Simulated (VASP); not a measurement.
# TaC (Fm-3m) in VASP: further runs, part 2 of 3

VASP 6.6.1.

### Step 3. Electric field gradients, PBE (volume scaled by 0.8)

Input file INCAR:

```
SYSTEM = TaC
PREC = Accurate
ENCUT = 520
EDIFF = 1E-8
ISMEAR = -1
SIGMA = 0.05
LREAL = .FALSE.
LASPH = .TRUE.
NELM = 120
ALGO = Normal
ISIF = 2
LWAVE = .FALSE.
LCHARG = .FALSE.
GGA = PE
LEFG = .TRUE.
NBANDS = 14
GGA_COMPAT = .FALSE.
```

Input file KPOINTS:

```
regular mesh
0
G
  14 14 14
  0 0 0
```

Input file POSCAR:

```
TaC
1.0
    0.0000000000      2.0636503954      2.0636503954
    2.0636503954      0.0000000000      2.0636503954
    2.0636503954      2.0636503954      0.0000000000
Ta C
1 1
Direct
    0.0000000000      0.0000000000      0.0000000000
    0.5000000000      0.5000000000      0.5000000000
```

Potentials or basis: VASP PAW PBE potentials, release 64 (Ta_pv, C).

On the command line:

```bash
cat potpaw_PBE.64/Ta_pv/POTCAR potpaw_PBE.64/C/POTCAR > POTCAR
mpirun -np 1 vasp_std > vasp.out
```

OUTCAR:

```text
SYSTEM = TaC
   PREC = Accurate
   ENCUT = 520
   EDIFF = 1E-8
   ISMEAR = -1
   LREAL = .FALSE.
   LASPH = .TRUE.
   NELM = 120
   ISIF = 2
   GGA = PE

 ion  position               nearest neighbor table
   1  0.000  0.000  0.000-   2 2.06   2 2.06   2 2.06   2 2.06   2 2.06   2 2.06
   2  0.500  0.500  0.500-   1 2.06   1 2.06   1 2.06   1 2.06   1 2.06   1 2.06

  LATTYP: Found a face centered cubic cell.
 ALAT       =     4.1273007908

  Lattice vectors:

 A1 = (   0.0000000000,   2.0636503954,   2.0636503954)
 A2 = (   2.0636503954,   0.0000000000,   2.0636503954)
 A3 = (   2.0636503954,   2.0636503954,   0.0000000000)

Analysis of symmetry for initial positions (statically):
[... 33 lines left out ...]
                                     Primitive cell

  volume of cell :      17.5767

  direct lattice vectors                    reciprocal lattice vectors
     0.000000000  2.063650395  2.063650395    -0.242289101  0.242289101  0.242289101
     2.063650395  0.000000000  2.063650395     0.242289101 -0.242289101  0.242289101
     2.063650395  2.063650395  0.000000000     0.242289101  0.242289101 -0.242289101

  length of vectors
     2.918442377  2.918442377  2.918442377     0.419657034  0.419657034  0.419657034

  position of ions in fractional coordinates (direct lattice)
     0.000000000  0.000000000  0.000000000
     0.500000000  0.500000000  0.500000000

  ion indices of the primitive-cell ions
   primitive index   ion index
                 1           1
                 2           2

----------------------------------------------------------------------------------------

 KPOINTS: regular mesh

Automatic generation of k-mesh.
 Grid dimensions read from file:
 generate k-points for:   14   14   14

 Generating k-lattice:

  Cartesian coordinates                     Fractional coordinates (reciprocal lattice)
    -0.017306364  0.017306364  0.017306364     0.071428571  0.000000000  0.000000000
     0.017306364 -0.017306364  0.017306364     0.000000000  0.071428571  0.000000000
     0.017306364  0.017306364 -0.017306364     0.000000000  0.000000000  0.071428571

  Length of vectors
     0.029975502  0.029975502  0.029975502

  Shift w.r.t. Gamma in fractional coordinates (k-lattice)
     0.000000000  0.000000000  0.000000000

 Subroutine IBZKPT returns following result:
 ===========================================

 Found    104 irreducible k-points:

 Following reciprocal coordinates:
            Coordinates               Weight
  0.000000  0.000000  0.000000      1.000000
  0.071429  0.000000  0.000000      8.000000
  0.142857  0.000000  0.000000      8.000000
  0.214286  0.000000  0.000000      8.000000
  0.285714  0.000000  0.000000      8.000000
  0.357143  0.000000  0.000000      8.000000
[... 16 lines left out ...]
  0.214286  0.142857  0.000000     24.000000
  0.285714  0.142857  0.000000     24.000000
 [... further k-points ...]
   k-points           NKPTS =    104   k-points in BZ     NKDIM =    104   number of bands    NBANDS=     14
   number of dos      NEDOS =    301   number of ions     NIONS =      2
   total plane-waves  NPLWV =  13824
   dimension x,y,z NGX =    24 NGY =   24 NGZ =   24
   dimension x,y,z NGXF=    48 NGYF=   48 NGZF=   48
   ions per type =               1   1
   NGX,Y,Z   is equivalent  to a cutoff of  13.67, 13.67, 13.67 a.u.
[... 27 lines left out ...]
   EFERMI_NEDOS =   21; number of points for ismear=-14 and -15
   IALGO  =     38    algorithm
   IMIX   =      4    mixing-type and parameters
     AMIX     =   0.40;   BMIX     =  1.00
     AMIX_MAG =   1.60;   BMIX_MAG =  1.00
  volume/ion in A,a.u.               =       8.79        59.31
  Fermi-wavevector in a.u.,A,eV,Ry     =   1.552837  2.934436 32.807754  2.411302
  Thomas-Fermi vector in A             =   2.657154
   LORBIT       =      0    0 simple, 1 ext, 2 COOP (PROOUT), +10 PAW based schemes
   GGA     = PE    functional components
   LHFCALC =     F    Hartree Fock is set to
   AEXX    =    0.0000 exact exchange contribution
   IVDW    =     0    specifies the selected vdW correction
   LEPSILON=     F    determine dielectric tensor
   LRPA    =     F    only Hartree local field effects (RPA)
 non-spin polarized calculation
  energy-cutoff  :      520.00
  volume of cell :       17.58
 maximum number of plane-waves:       495
 NGX is ok and might be reduce to    24
   NGX = 11   NGY = 11   NGZ = 11

 number of electron      15.0000000 magnetization

 Free energy of the ion-electron system (eV)
  ---------------------------------------------------
  ext. energy  EPLUGINS =         0.00000000
  ---------------------------------------------------
  free energy    TOTEN  =       -20.56123174 eV

  energy without entropy =      -20.55624938  energy(sigma->0) =      -20.55874056

 E-fermi :  10.9621     XC(G=0): -14.4533

 val. band max:       10.9327940349   @ k =   0.5000   0.2143   0.0000
 cond. band min:      10.9946902119   @ k =   0.1429   0.0714   0.0000
 fundamental gap:      0.0618961769
 Fermi energy:        10.9620685304

 k-point     1 :       0.0000    0.0000    0.0000
  band No.  band energies     occupation
      1     -23.4564      2.00000
      2     -23.4564      2.00000
      3     -23.4564      2.00000
      4      -5.5193      2.00000
      5       9.0395      2.00000
      6       9.0395      2.00000
      7       9.0395      2.00000
      8      10.2603      2.00000
      9      10.2603      2.00000
     10      10.2603      2.00000
     11      11.8111      0.00000
     12      11.8111      0.00000
     13      20.4284      0.00000
     14      21.1626      0.00000
[... 377 lines left out ...]
      1     -24.2950      2.00000
      2     -23.6596      2.00000
      3     -23.6325      2.00000
      4      -3.1176      2.00000
      5       3.8930      2.00000
      6       5.9351      2.00000
      7       6.8167      2.00000
      8       9.2765      2.00000
      9      12.9475      0.00000
     10      13.9531      0.00000
     11      16.1393      0.00000
     12      19.3578      0.00000
     13      23.3822      0.00000
     14      24.7354      0.00000

 [... further k-points ...]
[... 5 lines left out ...]
  --------------------------------------------------------------------------------------
  -------------------------------------------------------------------------------------
  Total       14.5580599     14.5580599     14.5580599      0.0000000      0.0000000      0.0000000
  in kB     1327.0146390   1327.0146390   1327.0146390      0.0000000      0.0000000      0.0000000
  external PRESSURE =    1327.0146390 kB  Pullay stress =       0.0000000 kB

 VOLUME and BASIS-vectors are now :
 -----------------------------------------------------------------------------
  energy-cutoff  :      520.00
  volume of cell :       17.58
      direct lattice vectors                 reciprocal lattice vectors
     0.000000000  2.063650395  2.063650395    -0.242289101  0.242289101  0.242289101
     2.063650395  0.000000000  2.063650395     0.242289101 -0.242289101  0.242289101
     2.063650395  2.063650395  0.000000000     0.242289101  0.242289101 -0.242289101

 POSITION                                       TOTAL-FORCE (eV/Angst)
 -----------------------------------------------------------------------------------
      0.00000      0.00000      0.00000         0.000000      0.000000     -0.000000
      2.06365      2.06365      2.06365        -0.000000     -0.000000      0.000000
 -----------------------------------------------------------------------------------
    total drift:                                0.000000     -0.000000     -0.000000

  FREE ENERGIE OF THE ION-ELECTRON SYSTEM (eV)
  ---------------------------------------------------
  free  energy   TOTEN  =       -20.5612317399 eV

  energy  without entropy=      -20.5562493840  energy(sigma->0) =      -20.55874056

 Electric field gradients (V/A^2)
---------------------------------------------------------------------
 ion       V_xx      V_yy      V_zz      V_xy      V_xz      V_yz
---------------------------------------------------------------------
   1      -0.000    -0.000    -0.000    -0.000    -0.000    -0.000
   2       0.000    -0.000     0.000    -0.000    -0.000    -0.000
---------------------------------------------------------------------

 Electric field gradients after diagonalization (V/A^2)
 (convention: |V_zz| > |V_xx| > |V_yy|)
----------------------------------------------------------------------
 ion       V_xx      V_yy      V_zz     asymmetry (V_yy - V_xx)/ V_zz
----------------------------------------------------------------------
   1       0.000     0.000    -0.000       0.000
   2       0.000     0.000    -0.001       0.000
----------------------------------------------------------------------

           NMR quadrupolar parameters

 Cq : quadrupolar parameter    Cq=e*Q*V_zz/h
 eta: asymmetry parameters     (V_yy - V_xx)/ V_zz
 Q  : nuclear electric quadrupole moment in mb (millibarn)
----------------------------------------------------------------------
 ion       Cq(MHz)       eta       Q (mb)
----------------------------------------------------------------------
   1      -0.000       0.000       1.000
   2      -0.000       0.000       1.000
----------------------------------------------------------------------
```

stdout:

```text
POSCAR found type information on POSCAR TaC
 POSCAR found :  2 types and       2 ions
 scaLAPACK will be used
 LDA part: xc-table for (Slater+PW92), standard interpolation
 POSCAR, INCAR and KPOINTS ok, starting setup
 FFT: planning ... GRIDC
 FFT: planning ... GRID_SOFT
 FFT: planning ... GRID
 WAVECAR not read
 entering main loop
ion   1

ion   2
```

It took 25 s on 1 thread of Intel Xeon Platinum 8259CL at 2.50GHz (Skylake/Cascade Lake), shared host; peak memory 0.16 GiB.

Results:

| Quantity | Value |
| --- | --- |
| Free energy | -20.5612 eV |
| Pressure | 132.7 GPa |

Levels at points of the mesh, in eV from the Fermi level:
```
           k point  band 5  band 6  band 7  band 8  band 9  band 10  band 11  band 12
(0.00, 0.00, 0.00)   -1.92   -1.92   -1.92   -0.70   -0.70    -0.70     0.85     0.85
(0.50, 0.00, 0.00)  -10.20   -6.97   -6.97    3.71    3.71     5.04     6.16    13.08
(0.50, 0.50, 0.00)   -6.16   -4.49   -1.76   -1.76    3.58     5.68     5.68     9.92
```

Caveat: without QUAD_EFG the Cq values of the log hold for a quadrupole moment of 1 mb, not for the nuclei; spin-orbit coupling is left out, which moves the levels of the heavy elements.

### Step 4. Electric field gradients, PBE (volume scaled by 0.85)

Input file INCAR:

```
ALGO = Normal ; EDIFF = 1E-8
ENCUT = 520 ; GGA = PE
GGA_COMPAT = F ; ISIF = 2
ISMEAR = -1 ; LASPH = T
LCHARG = F ; LEFG = T
LREAL = F ; LWAVE = F
NBANDS = 14 ; NELM = 120
PREC = Accurate ; SIGMA = 0.05
```

Input file KPOINTS:

```
k-points
0
Gamma
  14 14 14
```

Input file POSCAR:

```
TaC
1.0
    0.0000000000      2.1057772913      2.1057772913
    2.1057772913      0.0000000000      2.1057772913
    2.1057772913      2.1057772913      0.0000000000
Ta C
1 1
Direct
    0.0000000000      0.0000000000      0.0000000000
    0.5000000000      0.5000000000      0.5000000000
```

Potentials or basis: VASP PAW PBE potentials, release 64 (Ta_pv, C).

On the command line:

```bash
cat potpaw_PBE.64/Ta_pv/POTCAR potpaw_PBE.64/C/POTCAR > POTCAR
mpirun -np 1 vasp_std > vasp.out
```

OUTCAR:

```text
EDIFF = 1E-8
   ENCUT = 520
   GGA = PE
   ISIF = 2
   ISMEAR = -1
   LASPH = T
   LREAL = F
   NELM = 120
   PREC = Accurate

 ion  position               nearest neighbor table
   1  0.000  0.000  0.000-   2 2.11   2 2.11   2 2.11   2 2.11   2 2.11   2 2.11
   2  0.500  0.500  0.500-   1 2.11   1 2.11   1 2.11   1 2.11   1 2.11   1 2.11

  LATTYP: Found a face centered cubic cell.
 ALAT       =     4.2115545826

  Lattice vectors:

 A1 = (   0.0000000000,   2.1057772913,   2.1057772913)
 A2 = (   2.1057772913,   0.0000000000,   2.1057772913)
 A3 = (   2.1057772913,   2.1057772913,   0.0000000000)

Analysis of symmetry for initial positions (statically):
[... 33 lines left out ...]
                                     Primitive cell

  volume of cell :      18.6753

  direct lattice vectors                    reciprocal lattice vectors
     0.000000000  2.105777291  2.105777291    -0.237442013  0.237442013  0.237442013
     2.105777291  0.000000000  2.105777291     0.237442013 -0.237442013  0.237442013
     2.105777291  2.105777291  0.000000000     0.237442013  0.237442013 -0.237442013

  length of vectors
     2.978018805  2.978018805  2.978018805     0.411261631  0.411261631  0.411261631

  position of ions in fractional coordinates (direct lattice)
     0.000000000  0.000000000  0.000000000
     0.500000000  0.500000000  0.500000000

  ion indices of the primitive-cell ions
   primitive index   ion index
                 1           1
                 2           2

----------------------------------------------------------------------------------------

 KPOINTS: k-points

Automatic generation of k-mesh.
[... 130 lines left out ...]
      8       9.6049      2.00000
      9       9.6049      2.00000
     10       9.6049      2.00000
     11      11.0505      0.00000
     12      11.0505      0.00000
     13      18.9041      0.00000
     14      20.4176      0.00000
[... 377 lines left out ...]
      1     -25.0140      2.00000
      2     -24.5053      2.00000
      3     -24.4834      2.00000
      4      -3.5955      2.00000
      5       3.5480      2.00000
      6       5.5032      2.00000
      7       6.3310      2.00000
      8       8.7009      2.00000
      9      12.1125      0.00000
     10      13.0676      0.00000
     11      15.1038      0.00000
     12      18.0213      0.00000
     13      21.9651      0.00000
     14      23.8129      0.00000

 [... further k-points ...]
[... 5 lines left out ...]
  --------------------------------------------------------------------------------------
  -------------------------------------------------------------------------------------
  Total       10.2696148     10.2696148     10.2696148     -0.0000000     -0.0000000     -0.0000000
  in kB      881.0436496    881.0436496    881.0436496     -0.0000000     -0.0000000     -0.0000000
  external PRESSURE =     881.0436496 kB  Pullay stress =       0.0000000 kB

 VOLUME and BASIS-vectors are now :
 -----------------------------------------------------------------------------
  energy-cutoff  :      520.00
  volume of cell :       18.68
      direct lattice vectors                 reciprocal lattice vectors
     0.000000000  2.105777291  2.105777291    -0.237442013  0.237442013  0.237442013
     2.105777291  0.000000000  2.105777291     0.237442013 -0.237442013  0.237442013
     2.105777291  2.105777291  0.000000000     0.237442013  0.237442013 -0.237442013

 POSITION                                       TOTAL-FORCE (eV/Angst)
 -----------------------------------------------------------------------------------
      0.00000      0.00000      0.00000        -0.000000      0.000000     -0.000000
      2.10578      2.10578      2.10578         0.000000     -0.000000      0.000000
 -----------------------------------------------------------------------------------
    total drift:                                0.000000     -0.000000     -0.000000

  FREE ENERGIE OF THE ION-ELECTRON SYSTEM (eV)
  ---------------------------------------------------
  free  energy   TOTEN  =       -21.3118484496 eV

  energy  without entropy=      -21.3062604980  energy(sigma->0) =      -21.30905447

 Electric field gradients (V/A^2)
---------------------------------------------------------------------
 ion       V_xx      V_yy      V_zz      V_xy      V_xz      V_yz
---------------------------------------------------------------------
   1      -0.000     0.000    -0.000     0.000     0.000     0.000
   2      -0.000    -0.000     0.000    -0.000    -0.000    -0.000
---------------------------------------------------------------------

 Electric field gradients after diagonalization (V/A^2)
 (convention: |V_zz| > |V_xx| > |V_yy|)
----------------------------------------------------------------------
 ion       V_xx      V_yy      V_zz     asymmetry (V_yy - V_xx)/ V_zz
----------------------------------------------------------------------
   1      -0.000    -0.000     0.000       0.000
   2       0.000     0.000    -0.001       0.000
----------------------------------------------------------------------

           NMR quadrupolar parameters

 Cq : quadrupolar parameter    Cq=e*Q*V_zz/h
 eta: asymmetry parameters     (V_yy - V_xx)/ V_zz
 Q  : nuclear electric quadrupole moment in mb (millibarn)
----------------------------------------------------------------------
 ion       Cq(MHz)       eta       Q (mb)
----------------------------------------------------------------------
   1       0.000       0.000       1.000
   2      -0.000       0.000       1.000
----------------------------------------------------------------------
```

It took 34 s on 1 thread of Intel Xeon Platinum 8259CL at 2.50GHz (Skylake/Cascade Lake), shared host; peak memory 0.16 GiB.

What came out:

| Property | Result |
| --- | --- |
| Free energy | -21.3118 eV |
| Pressure | 88.1 GPa |

Levels at points of the mesh, in eV from the Fermi level:
| k point | band 4 | band 5 | band 6 | band 7 | band 8 | band 9 | band 10 | band 11 | band 12 | band 13 |
| --- | --- | --- | --- | --- | --- | --- | --- | --- | --- | --- |
| (0.00, 0.00, 0.00) | -16.08 | -1.77 | -1.77 | -1.77 | -0.67 | -0.67 | -0.67 | 0.77 | 0.77 | 8.63 |
| (0.50, 0.00, 0.00) | -10.34 | -10.03 | -6.57 | -6.57 | 3.41 | 3.41 | 4.64 | 5.92 | 12.16 | 12.16 |
| (0.50, 0.50, 0.00) | -14.01 | -5.72 | -4.62 | -1.82 | -1.82 | 3.28 | 5.20 | 5.20 | 9.00 | 10.74 |

Caveat: without QUAD_EFG the Cq values of the log hold for a quadrupole moment of 1 mb, not for the nuclei; spin-orbit coupling is left out, which moves the levels of the heavy elements.

(Part 2 of 3 ends here.)
